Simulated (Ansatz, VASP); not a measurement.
# Ta2Ag: VASP beside Ansatz

```
Ta Ag
1.0
     0.00000    3.86340    3.86340
     3.86340    0.00000    3.86340
     3.86340    3.86340    0.00000
Ta Ag
4 2
Direct
  0.12500 0.12500 0.12500
  0.62500 0.12500 0.12500
  0.12500 0.12500 0.62500
  0.12500 0.62500 0.12500
  0.50000 0.50000 0.50000
  0.75000 0.75000 0.75000
```

Alike in both runs: functional PBE; k mesh 8 × 8 × 8; occupations gaussian, width 0.1 eV; no spin polarisation.

Ansatz relaxed the structure, and its values are those at the end. VASP's run is a single point on that final structure, the one shown.

|  | VASP | Ansatz |
| --- | --- | --- |
| version | VASP 6.6.1 | Ansatz 0.2.0 |
| potentials or method | VASP PAW PBE potentials, release 64 (Ta_pv, Ag), cutoff 520 eV | scalar-relativistic, plane waves, PAW |
| valence electrons in the cell | 66 | 90 |

VASP gave:

* gap on the k mesh at the Fermi level (eV): none
* pressure (GPa): 0.2

What did Ansatz give for the same quantities?

gap on the k mesh at the Fermi level (eV): none; pressure (GPa): 0.0.

A gap of «none» marks a metal or a gap that the smearing closes. VASP's potentials hold 66 valence electrons a cell and Ansatz's 90, so a difference there can come from the potentials and not from the codes.

Spin-orbit coupling is off throughout.
